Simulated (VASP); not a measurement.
A run of VASP 6.6.1:

File INCAR:

```
PREC = Accurate
ENCUT = 520
EDIFF = 1E-7
ISMEAR = 0
SIGMA = 0.1
LREAL = False
LASPH = True
NELM = 80
ALGO = Normal
ISIF = 2
LWAVE = False
LCHARG = False
GGA = PE
NBANDS = 47
```

The input KPOINTS:

```
Automatic mesh
0
Gamma
  6 6 12
```

Contents of POSCAR:

```
Lu2ScN3
1.0
    7.0991811267      0.0000000000      0.0000000000
   -3.5495905634      6.1480712018      0.0000000000
    0.0000000000      0.0000000000      3.4791771541
Lu Sc N
2 1 3
Direct
    0.3333333333      0.6666666667      0.5000000000
    0.6666666667      0.3333333333      0.5000000000
    0.0000000000      0.0000000000      0.0000000000
    0.5000000000      0.0000000000      0.5000000000
    0.0000000000      0.5000000000      0.5000000000
    0.5000000000      0.5000000000      0.5000000000
```

Potentials or basis: VASP PAW PBE potentials, release 64 (Lu, Sc_sv, N).

The run is started by

```bash
$ cat potpaw_PBE.64/Lu/POTCAR potpaw_PBE.64/Sc_sv/POTCAR potpaw_PBE.64/N/POTCAR > POTCAR
$ mpirun -np 1 vasp_std > vasp.out
```

Hardware: 1 thread of AMD EPYC 7R13, with other jobs on the host.

Task: How long does it take, and how much memory?

Result: Wall time 23 min on 1 thread of AMD EPYC 7R13 (shared host), peak memory 0.47 GiB. Counts: scf iterations 27, k points 49.
